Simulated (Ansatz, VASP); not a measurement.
# Two plane-wave programs on AlGa3N4

```
CELL_PARAMETERS angstrom
4.46763 0.00000 0.00000
0.00000 4.46763 0.00000
0.00000 0.00000 4.46763
ATOMIC_POSITIONS crystal
Al 0.00000 0.00000 0.00000
Ga 0.50000 0.50000 0.00000
Ga 0.50000 0.00000 0.50000
Ga 0.00000 0.50000 0.50000
N 0.75504 0.75504 0.24496
N 0.75504 0.24496 0.75504
N 0.24496 0.75504 0.75504
N 0.24496 0.24496 0.24496
```

Change from the starting cell: all atoms moved at random, sigma 0.05 Å a component; relaxed back.

Alike in both runs: functional PBEsol; k mesh 6 × 6 × 6; occupations gaussian, width 0.05 eV; no spin polarisation.

Ansatz relaxed the structure, and its values are those at the end. VASP's run is a single point on that final structure, the one shown.

|  | VASP | Ansatz |
| --- | --- | --- |
| version | VASP 6.6.1 | Ansatz 0.2.0 |
| potentials or method | VASP PAW PBE potentials, release 64 (Al, Ga_d, N), cutoff 520 eV | scalar-relativistic, plane waves, PAW |
| valence electrons in the cell | 62 | 62 |

Ansatz gave:

```
gap on the k mesh at the Fermi level (eV) : 2.29
least direct gap on the mesh (eV)         : 2.29
pressure (GPa)                            : 0.0
rms of the force components (eV/Å)        : 0.001
```

What did VASP give for the same quantities?

gap on the k mesh at the Fermi level (eV): 2.31; least direct gap on the mesh (eV): 2.31; pressure (GPa): -0.2; rms of the force components (eV/Å): 0.004.

VASP's potentials were made for PBE, not for PBEsol. Ansatz's warnings: stress scf threshold loose.
